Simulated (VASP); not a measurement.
Pt: single point with LDA

Crystal: Pt.

```
Pt
1.0
    -1.55192    1.55192    1.55192
     1.55192   -1.55192    1.55192
     1.55192    1.55192   -1.55192
Pt
1
Direct
  0.00000 0.00000 0.00000
```

```
Program                : VASP 6.6.1
Task                   : single point
Functional             : LDA
Potentials or basis    : VASP PAW LDA potentials, release 64 (Pt)
Cutoff                 : 520 eV
k mesh                 : 19 × 19 × 19
Occupations            : fermi-dirac, width 0.05 eV
Spin                   : non-collinear spin, zero start, spin-orbit coupling
Starting moments       : [[0.0, 0.0, 0.0]] μB
Dipole correction      : no
Further INCAR settings : ALGO = Normal; EDIFF = 1e-06; NBANDS = 21
```

| Item | Value |
| --- | --- |
| Pressure | 0.9 GPa |
| Net moment | 0.00 μB per cell |
| Valence electrons inside the program's atomic spheres | Pt 9.35 |

Moments on the atoms (μB; x, y, z):
```
Pt  0.00 0.00 0.00
```

Run time: 2.5 min on 1 thread of Intel Xeon 8259CL, with other jobs on the host, peak memory 0.22 GiB.
